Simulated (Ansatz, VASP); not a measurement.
AlN in VASP and in Ansatz

INCAR

```
ALGO = Normal
DIPOL = 0.5 0.5 0.339
EDIFF = 1E-6
ENCUT = 520
GGA = PS
IDIPOL = 3
ISIF = 2
ISMEAR = 0
LASPH = T
LCHARG = F
LDIPOL = T
LREAL = F
LWAVE = F
NBANDS = 26
NELM = 100
PREC = Accurate
SIGMA = 0.1
```

KPOINTS

```
k-points
0
Gamma
  12 12 1
```

POSCAR

```
AlN
1.0
    3.1136926474      0.0000000000      0.0000000000
   -1.5568463237      2.6965369322      0.0000000000
    0.0000000000      0.0000000000     34.0006361247
N Al
4 4
Direct
    0.6666666667      0.3333333333      0.2277480002
    0.3333333333      0.6666666667      0.2952620645
    0.6666666667      0.3333333333      0.3661725031
    0.3333333333      0.6666666667      0.4385350022
    0.3333333333      0.6666666667      0.2366997401
    0.6666666667      0.3333333333      0.3087181958
    0.3333333333      0.6666666667      0.3813396027
    0.6666666667      0.3333333333      0.4551766675
```

Input for Ansatz:

```yaml
crystal:
  lattice:
    - [3.1136926474, 0.0, 0.0]
    - [-1.5568463237, 2.6965369322, 0.0]
    - [0.0, 0.0, 34.0006361247]
  atoms:
    - { symbol: "N", position: [0.6666666667, 0.3333333333, 0.2277480002] }
    - { symbol: Al, position: [0.3333333333, 0.6666666667, 0.2366997401] }
    - { symbol: "N", position: [0.3333333333, 0.6666666667, 0.2952620645] }
    - { symbol: Al, position: [0.6666666667, 0.3333333333, 0.3087181958] }
    - { symbol: "N", position: [0.6666666667, 0.3333333333, 0.3661725031] }
    - { symbol: Al, position: [0.3333333333, 0.6666666667, 0.3813396027] }
    - { symbol: "N", position: [0.3333333333, 0.6666666667, 0.4385350022] }
    - { symbol: Al, position: [0.6666666667, 0.3333333333, 0.4551766675] }
basis:
  ecutwfc: 420
kpoints:
  mp_grid: { grid: [12, 12, 1] }
hamiltonian:
  xc: pbesol
scf:
  occupations: { method: gaussian, width: 0.1 }
output:
  forces: true
  stress: true
  eigenvalues: true
  write_density: true
  write_potential: true
  elf: true
  volumetric_format: npy
efield:
  axis: 3
  dipole_correction: true
  ramp_width: 0.04
```

Alike in both runs: task single point; functional PBEsol; k mesh 12 × 12 × 1; occupations gaussian, width 0.1 eV; no spin polarisation.

|  | VASP | Ansatz |
| --- | --- | --- |
| version | VASP 6.6.1 | Ansatz 0.2.0 |
| potentials or method | VASP PAW PBE potentials, release 64 (N, Al), cutoff 520 eV | scalar-relativistic, plane waves, PAW |
| valence electrons in the cell | 32 | 32 |

|  | VASP | Ansatz | Ansatz less VASP |
| --- | --- | --- | --- |
| gap on the k mesh at the Fermi level (eV) | none | none | - |
| rms of the force components (eV/Å) | 0.401 | 0.405 | +0.0044 |

VASP's potentials were made for PBE, not for PBEsol. A gap of «none» marks a metal or a gap that the smearing closes. With one functional, cell and mesh, what is left measures potentials, basis and numerics. Ansatz's warnings: xc potential rough in thin density.
